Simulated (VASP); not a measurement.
Set up this calculation in VASP 6.6.1, as the native input.

```
Task                   : single point
Functional             : PBE
Potentials or basis    : VASP PAW PBE potentials, release 64 (As)
Cutoff                 : 520 eV
k mesh                 : 28 × 28 × 28
Occupations            : gaussian, width 0.1 eV
Spin                   : no spin polarisation
Dipole correction      : no
Further INCAR settings : ALGO = Normal; EDIFF = 1e-06; NBANDS = 8
```

The structure of As lies in POSCAR:

```
As
1.0
   -1.3652360117      1.3652360117      2.6672078453
    1.3652360117     -1.3652360117      2.6672078453
    1.3652360117      1.3652360117     -2.6672078453
As
1
Direct
    0.0000000000      0.0000000000      0.0000000000
```

One way to write it, as run:

INCAR

```
SYSTEM = As
  PREC = Accurate
  ENCUT = 520
  EDIFF = 1E-6
  ISMEAR = 0
  SIGMA = 0.1
  LREAL = .FALSE.
  LASPH = .TRUE.
  NELM = 60
  ALGO = Normal
  ISIF = 2
  LWAVE = .FALSE.
  LCHARG = .FALSE.
  GGA = PE
  NBANDS = 8
```

KPOINTS

```
regular mesh
0
G
  28 28 28
  0 0 0
```

Potentials or basis: VASP PAW PBE potentials, release 64 (As).

The run is started by

```bash
$ cat potpaw_PBE.64/As/POTCAR > POTCAR
$ mpirun -np 1 vasp_std > vasp.out
```

It gave:

The pressure is 0.1 GPa.

Wall time 49 s on 1 thread of Intel(R) Xeon(R) 6975P-C (Granite Rapids) (shared host), peak memory 0.35 GiB.
